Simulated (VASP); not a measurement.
# AsHF (P4/mmm) in VASP: further runs

Runs on AsHF. Level: PBE. Tasks: single point.

Program: VASP 6.6.1. These are calculated values, not measurements. Logs are shortened: lines on timing, memory, paths and dates and some standing lists are left out, and cuts for length are marked.

## (1) The cell of the first run

It takes space group P4/mmm (No. 123, tetragonal). The conventional cell has a = 4.582 Å, b = 4.582 Å, c = 2.093 Å, α = 90.00°, β = 90.00°, γ = 90.00°. H (site symmetry 4/mmm) has 2 F at 1.05 Å within 1.4 Å. Within 2.8 Å of As (site symmetry 4/mmm) lie 2 As at 2.09 Å. F (site symmetry 4/mmm) has 2 H at 1.05 Å within 1.4 Å.

The cell was built from a structure type or drawn by symmetry, and may not be a known phase.

## (2) Single point, PBE

INCAR reads:

```
PREC = Accurate
ENCUT = 600
EDIFF = 1E-6
ISMEAR = 0
SIGMA = 0.1
LREAL = False
LASPH = True
NELM = 120
ALGO = Normal
ISIF = 2
LWAVE = False
LCHARG = False
GGA = PE
NBANDS = 14
GGA_COMPAT = False
```

KPOINTS reads:

```
Automatic mesh
0
Gamma
  4 4 8
```

POSCAR reads:

```
AsHF
1.0
    4.5820302300      0.0000000000      0.0000000000
    0.0000000000      4.5820302300      0.0000000000
    0.0000000000      0.0000000000      2.0927308900
H As F
1 1 1
Direct
    0.0000000000      0.0000000000      0.0000000000
    0.5000000000      0.5000000000      0.5000000000
    0.0000000000      0.0000000000      0.5000000000
```

Potentials or basis: VASP PAW PBE potentials, release 64 (H, As, F).

Command:

```sh
$ cat potpaw_PBE.64/H/POTCAR potpaw_PBE.64/As/POTCAR potpaw_PBE.64/F/POTCAR > POTCAR
$ mpirun -np 1 vasp_std > vasp.out
```

OUTCAR:

```text
PREC = Accurate
   ENCUT = 600
   EDIFF = 1E-6
   ISMEAR = 0
   LREAL = False
   LASPH = True
   NELM = 120
   ISIF = 2
   GGA = PE

 ion  position               nearest neighbor table
   1  0.000  0.000  0.000-   3 1.05   3 1.05
   2  0.500  0.500  0.500-
   3  0.000  0.000  0.500-   1 1.05   1 1.05

  LATTYP: Found a simple tetragonal cell.
 ALAT       =     4.5820302300
 C/A-ratio  =     0.4567256838

  Lattice vectors:

 A1 = (   4.5820302300,   0.0000000000,   0.0000000000)
 A2 = (   0.0000000000,   4.5820302300,   0.0000000000)
 A3 = (   0.0000000000,   0.0000000000,   2.0927308900)

Analysis of symmetry for initial positions (statically):
=====================================================================
 Subroutine PRICEL returns:
 Original cell was already a primitive cell.

 Routine SETGRP: Setting up the symmetry group for a
 simple tetragonal supercell.

 Subroutine GETGRP returns: Found 16 space group operations
 (whereof 16 operations were pure point group operations)
 out of a pool of 16 trial point group operations.

The static configuration has the point symmetry D_4h.

Analysis of symmetry for dynamics (positions and initial velocities):
=====================================================================
 Subroutine PRICEL returns:
 Original cell was already a primitive cell.

 Routine SETGRP: Setting up the symmetry group for a
 simple tetragonal supercell.

 Subroutine GETGRP returns: Found 16 space group operations
 (whereof 16 operations were pure point group operations)
 out of a pool of 16 trial point group operations.

The dynamic configuration has the point symmetry D_4h.

 Subroutine INISYM returns: Found 16 space group operations
 (whereof 16 operations are pure point group operations),
 and found     1 'primitive' translations

----------------------------------------------------------------------------------------

                                     Primitive cell

  volume of cell :      43.9369

  direct lattice vectors                    reciprocal lattice vectors
     4.582030230  0.000000000  0.000000000     0.218243868  0.000000000  0.000000000
     0.000000000  4.582030230  0.000000000     0.000000000  0.218243868  0.000000000
     0.000000000  0.000000000  2.092730890     0.000000000  0.000000000  0.477844526

  length of vectors
     4.582030230  4.582030230  2.092730890     0.218243868  0.218243868  0.477844526

  position of ions in fractional coordinates (direct lattice)
[... 81 lines left out ...]
   EDIFF  = 0.1E-05   stopping-criterion for ELM
   LREAL  =      F    real-space projection
[... 7 lines left out ...]
   TEBEG  =    0.0;   TEEND  =   0.0 temperature during run
   PSTRESS=    0.0 pullay stress
   NELECT =      13.0000    total number of electrons
   NUPDOWN=      -1.0000    fix difference up-down
   EMIN   =  10.00;   EMAX   =-10.00  energy-range for DOS
   EFERMI =   0.00;   METHOD = LEGACY
   ISMEAR =     0;   SIGMA  =   0.10  broadening in eV -4-tet -1-fermi 0-gaus
   EFERMI_NEDOS =   21; number of points for ismear=-14 and -15
   IALGO  =     38    algorithm
   IMIX   =      4    mixing-type and parameters
     AMIX     =   0.40;   BMIX     =  1.00
     AMIX_MAG =   1.60;   BMIX_MAG =  1.00
  volume/ion in A,a.u.               =      14.65        98.83
  Fermi-wavevector in a.u.,A,eV,Ry     =   1.090886  2.061476 16.191383  1.190033
  Thomas-Fermi vector in A             =   2.227120
   LORBIT       =      0    0 simple, 1 ext, 2 COOP (PROOUT), +10 PAW based schemes
   GGA     = PE    functional components
   LHFCALC =     F    Hartree Fock is set to
   AEXX    =    0.0000 exact exchange contribution
   IVDW    =     0    specifies the selected vdW correction
   LEPSILON=     F    determine dielectric tensor
   LRPA    =     F    only Hartree local field effects (RPA)
 non-spin polarized calculation
 Gauss-broadening in eV      SIGMA  =   0.10
  energy-cutoff  :      600.00
  volume of cell :       43.94
 maximum number of plane-waves:      1488
 NGX is ok and might be reduce to    40
   NGX = 19   NGY = 19   NGZ =  9

 number of electron      12.9999999 magnetization

 Free energy of the ion-electron system (eV)
  ---------------------------------------------------
  ext. energy  EPLUGINS =         0.00000000
  ---------------------------------------------------
  free energy    TOTEN  =       -10.64487761 eV

  energy without entropy =      -10.62816824  energy(sigma->0) =      -10.63652292

 E-fermi :   1.2363     XC(G=0):  -8.4727

 val. band max:        1.2285948787   @ k =   0.5000   0.0000   0.3750
 cond. band min:       1.2438712315   @ k =   0.5000   0.2500   0.3750
 fundamental gap:      0.0152763528
 Fermi energy:         1.2363029870

 k-point     1 :       0.0000    0.0000    0.0000
  band No.  band energies     occupation
      1     -25.9919      2.00000
      2     -12.3403      2.00000
      3      -5.2285      2.00000
      4      -5.2285      2.00000
      5      -3.8234      2.00000
      6      -0.8718      2.00000
      7      -0.8718      2.00000
      8       5.3483      0.00000
      9       6.3602      0.00000
     10      10.3416      0.00000
     11      11.8033      0.00000
     12      14.4657      0.00000
     13      14.4657      0.00000
     14      19.7251      0.00000
[... 377 lines left out ...]
      1     -23.6214      2.00000
      2     -11.9557      2.00000
      3      -7.5570      2.00000
      4      -3.8753      2.00000
      5      -3.8753      2.00000
      6       1.2595      0.74324
      7       3.1001      0.00000
      8       3.1001      0.00000
      9      11.6527      0.00000
     10      11.6527      0.00000
     11      11.9201      0.00000
     12      16.0022      0.00000
     13      16.0022      0.00000
     14      16.4270      0.00000

 [... further k-points ...]
[... 5 lines left out ...]
  --------------------------------------------------------------------------------------
  -------------------------------------------------------------------------------------
  Total        1.1470831      1.1470831     16.9454707      0.0000000      0.0000000      0.0000000
  in kB       41.8288741     41.8288741    617.9238178      0.0000000      0.0000000      0.0000000
  external PRESSURE =     233.8605220 kB  Pullay stress =       0.0000000 kB

 VOLUME and BASIS-vectors are now :
 -----------------------------------------------------------------------------
  energy-cutoff  :      600.00
  volume of cell :       43.94
      direct lattice vectors                 reciprocal lattice vectors
     4.582030230  0.000000000  0.000000000     0.218243868  0.000000000  0.000000000
     0.000000000  4.582030230  0.000000000     0.000000000  0.218243868  0.000000000
     0.000000000  0.000000000  2.092730890     0.000000000  0.000000000  0.477844526

 POSITION                                       TOTAL-FORCE (eV/Angst)
 -----------------------------------------------------------------------------------
      0.00000      0.00000      0.00000         0.000000      0.000000      0.000000
      2.29102      2.29102      1.04637         0.000000      0.000000      0.000000
      0.00000      0.00000      1.04637         0.000000      0.000000      0.000000
 -----------------------------------------------------------------------------------
    total drift:                               -0.000000     -0.000000      0.000000

  FREE ENERGIE OF THE ION-ELECTRON SYSTEM (eV)
  ---------------------------------------------------
  free  energy   TOTEN  =       -10.6448776095 eV

  energy  without entropy=      -10.6281682395  energy(sigma->0) =      -10.63652292
```

Run time: 9.2 s. Hardware: 1 thread of Intel Xeon Platinum 8559C (Emerald Rapids), shared host; peak memory 0.19 GiB.

Results:

```
Free energy            : -10.6449 eV
Pressure               : 23.4 GPa
Band gap on the k mesh : zero (an odd number of electrons rules out a gap without spin polarisation)
```

Levels at points of the mesh, in eV from the Fermi level:
```
           k point  band 3  band 4  band 5  band 6  band 7  band 8  band 9  band 10  band 11  band 12
(0.00, 0.00, 0.00)   -6.46   -6.46   -5.06   -2.11   -2.11    4.11    5.12     9.11    10.57    13.23
(0.50, 0.00, 0.00)   -6.37   -6.35   -5.06   -3.23   -2.33    5.59    8.31     8.63    10.54    10.95
(0.50, 0.50, 0.00)   -6.68   -6.68   -5.06   -2.55   -2.55    5.81   10.10    10.22    10.22    11.02
(0.00, 0.00, 0.50)   -5.90   -4.78   -4.78   -4.17    4.68    4.68    8.68     8.68    11.65    13.04
(0.50, 0.00, 0.50)   -5.88   -5.04   -4.77   -3.79    3.89    4.62    7.59     9.07    11.39    13.47
(0.50, 0.50, 0.50)   -5.84   -4.82   -4.82   -4.01    4.15    4.15    7.35     7.35    14.05    14.09
```

Caveat: the k points lie up to 0.38 Å⁻¹ apart, too coarse for converged energies and pressures of a metal; an odd number of electrons without spin polarisation forces a metal; a magnetic or distorted state may lie lower.

## (3) Single point, PBE

This run uses another cell than the first one, of 22.11 Å³/atom.

INCAR reads:

```
SYSTEM = AsHF
PREC = Accurate
ENCUT = 600
EDIFF = 1E-6
ISMEAR = 0
SIGMA = 0.1
LREAL = .False.
LASPH = .True.
NELM = 120
ALGO = Normal
ISIF = 2
LWAVE = .False.
LCHARG = .False.
GGA = PE
NBANDS = 14
GGA_COMPAT = .False.
```

KPOINTS reads:

```
regular mesh
0
Gamma
  4 4 8
  0 0 0
```

POSCAR reads:

```
AsHF
1.0
    5.3491557647      0.0000000000      0.0000000000
    0.0000000000      5.3491557647      0.0000000000
    0.0000000000      0.0000000000      2.3186125736
H As F
1 1 1
Direct
    0.0000000000      0.0000000000      0.0000000000
    0.5000000000      0.5000000000      0.5000000000
    0.0000000000      0.0000000000      0.5000000000
```

Potentials or basis: VASP PAW PBE potentials, release 64 (H, As, F).

Command:

```sh
$ cat potpaw_PBE.64/H/POTCAR potpaw_PBE.64/As/POTCAR potpaw_PBE.64/F/POTCAR > POTCAR
$ mpirun -np 1 vasp_std > vasp.out
```

Wall time 15 s (1 thread of Intel Xeon Platinum 8559C (Emerald Rapids), shared host); peak memory 0.21 GiB.

Results (log left out):

* Free energy: -11.7172 eV
* Pressure: 0.1 GPa
* Band gap on the k mesh: zero (an odd number of electrons rules out a gap without spin polarisation)

Stress tensor (GPa, compression positive):
```
0.08 0.00 0.00
0.00 0.08 0.00
0.00 0.00 0.26
```

Levels at points of the mesh, in eV from the Fermi level:
| k point | band 2 | band 3 | band 4 | band 5 | band 6 | band 7 | band 8 | band 9 | band 10 | band 11 |
| --- | --- | --- | --- | --- | --- | --- | --- | --- | --- | --- |
| (0.00, 0.00, 0.00) | -12.12 | -5.35 | -5.35 | -5.11 | -1.59 | -1.59 | 3.56 | 5.66 | 7.12 | 8.41 |
| (0.50, 0.00, 0.00) | -12.11 | -5.33 | -5.33 | -5.11 | -2.04 | -1.64 | 5.28 | 5.29 | 7.66 | 8.57 |
| (0.50, 0.50, 0.00) | -12.09 | -5.40 | -5.40 | -5.11 | -1.84 | -1.84 | 4.59 | 8.14 | 8.25 | 8.25 |
| (0.00, 0.00, 0.50) | -12.09 | -5.59 | -4.68 | -4.34 | -4.34 | 3.35 | 3.35 | 8.25 | 8.25 | 10.40 |
| (0.50, 0.00, 0.50) | -12.09 | -5.60 | -4.68 | -4.34 | -4.31 | 3.09 | 3.35 | 7.54 | 8.45 | 10.70 |
| (0.50, 0.50, 0.50) | -12.09 | -5.56 | -4.66 | -4.35 | -4.35 | 3.16 | 3.16 | 7.48 | 7.48 | 12.03 |

Caveat: an odd number of electrons without spin polarisation forces a metal; a magnetic or distorted state may lie lower.
